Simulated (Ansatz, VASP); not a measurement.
## One calculation of MgB2, two programs

```
CELL_PARAMETERS angstrom
3.08500 0.00000 0.00000
-1.54250 2.67169 0.00000
0.00000 0.00000 3.52300
ATOMIC_POSITIONS crystal
Mg 0.00000 0.00000 0.00000
B 0.66667 0.33333 0.50000
B 0.33333 0.66667 0.50000
```

Alike in both runs: task single point; functional PBE-based global hybrid with a share of 0.15 of exact exchange; k mesh 6 × 6 × 4; occupations fermi-dirac, width 0.05 eV; no spin polarisation.

|  | VASP | Ansatz |
| --- | --- | --- |
| version | VASP 6.6.1 | Ansatz 0.2.0 |
| potentials or method | VASP PAW PBE potentials, release 64 (Mg, B) | Ansatz PAW |
| plane-wave cutoff (eV) | 520 | 420 |
| valence electrons in the cell | 8 | 16 |

Ansatz gave:

| Quantity | Value |
| --- | --- |
| gap on the k mesh at the Fermi level (eV) | none |
| pressure (GPa) | -2.2 |
| traceless stress, the component that is largest in VASP (GPa) | -2.64 |

Which values does VASP return?

gap on the k mesh at the Fermi level (eV): none; pressure (GPa): -2.4; traceless stress, the component that is largest in VASP (GPa): -2.69.

VASP's potentials were made for PBE, not for PBE-based global hybrid. A gap of «none» marks a metal or a gap that the smearing closes. VASP's potentials hold 8 valence electrons a cell and Ansatz's 16, so a difference there can come from the potentials and not from the codes.

The k mesh is coarse, so the values compare programs but aren't converged.
